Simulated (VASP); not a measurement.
A run of VASP 6.6.1:

INCAR

```
  PREC = Accurate
  ENCUT = 500
  EDIFF = 1E-7
  ISMEAR = 0
  SIGMA = 0.1
  LREAL = False
  LASPH = True
  NELM = 120
  ALGO = Normal
  ISIF = 4
  LWAVE = False
  LCHARG = False
  GGA = PE
  IBRION = 2
  NSW = 50
  EDIFFG = -0.01
  GGA_COMPAT = False
  NELMIN = 4
```

File KPOINTS:

```
Automatic mesh
0
Gamma
  12 12 8
```

File POSCAR:

```
MoRu2
1.0
    4.6293007567      0.0000000000      0.0000000000
   -2.3146503783      4.0090920571      0.0000000000
    0.0000000000      0.0000000000      4.2453188743
Mo Ru
2 4
Direct
    0.6666666667      0.3333333333      0.0000000000
    0.3333333333      0.6666666667      0.0000000000
    0.0000000000      0.0000000000      0.0000000000
    0.0000000000      0.3310260722      0.5000000000
    0.6689739278      0.6689739278      0.5000000000
    0.3310260722      0.0000000000      0.5000000000
```

Potentials or basis: VASP PAW PBE potentials, release 64 (Mo_sv, Ru_pv).

Run with:

```bash
$ cat potpaw_PBE.64/Mo_sv/POTCAR potpaw_PBE.64/Ru_pv/POTCAR > POTCAR
$ mpirun -np 1 vasp_std > vasp.out
```

Hardware: 1 thread of Oxide Virtual Turin-like Processor (shared host).

Problem. How long does it take, and how much memory?

Solution. Wall time 20 min on 1 thread of Oxide Virtual Turin-like Processor, with other jobs on the host, peak memory 0.37 GiB. Counts: scf iterations 36, k points 95, ion steps 4.
